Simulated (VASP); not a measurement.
# BN: single point with PBEsol

Crystal: BN.

```xyz
2
Lattice="2.5410 0.0000 0.0000 -1.2631 2.2049 0.0000 -0.6390 -1.1024 3.0623" Properties=species:S:1:pos:R:3 pbc="T T T"
N     0.6495   -0.3530    3.0164
B     1.2459    2.1665    0.0055
```

```yaml
Program: VASP 6.6.1
Task: single point
Functional: PBEsol
Potentials_or_basis: VASP PAW PBE potentials, release 64 (N, B)
Cutoff: 520 eV
k_mesh: 13 × 13 × 9
Occupations: fermi-dirac, width 0.05 eV
Spin: no spin polarisation
Dipole_correction: no
Further_INCAR_settings: ALGO = Normal; EDIFF = 1e-06; NBANDS = 11
```

```
Pressure               : -8.0 GPa
Largest force          : 2.507 eV/Å
Band gap on the k mesh : 2.72 eV (least direct gap 4.38 eV)
```

Forces on the atoms (eV/Å):
```
N   -1.514 -1.904  0.608
B    1.514  1.904 -0.608
```

Stress tensor (GPa, compression positive):
```
-18.63  -3.83   0.48
 -3.83  -9.35   1.06
  0.48   1.06   3.96
```

Levels at points of the mesh, in eV from the valence-band top:
| k point | band 2 | band 3 | band 4 | band 5 | band 6 | band 7 |
| --- | --- | --- | --- | --- | --- | --- |
| (0.00, 0.00, 0.00) | -3.75 | -2.53 | -0.95 | 5.08 | 9.79 | 11.84 |

Run time: 2.6 min on 1 thread of Intel Xeon 8259CL (shared host), peak memory 0.24 GiB.

Caveat: the cell stands under tension; the PAW data sets were made with another functional, which shifts forces and pressure a little; an odd mesh through Γ misses points on the zone boundary, where band edges can lie.
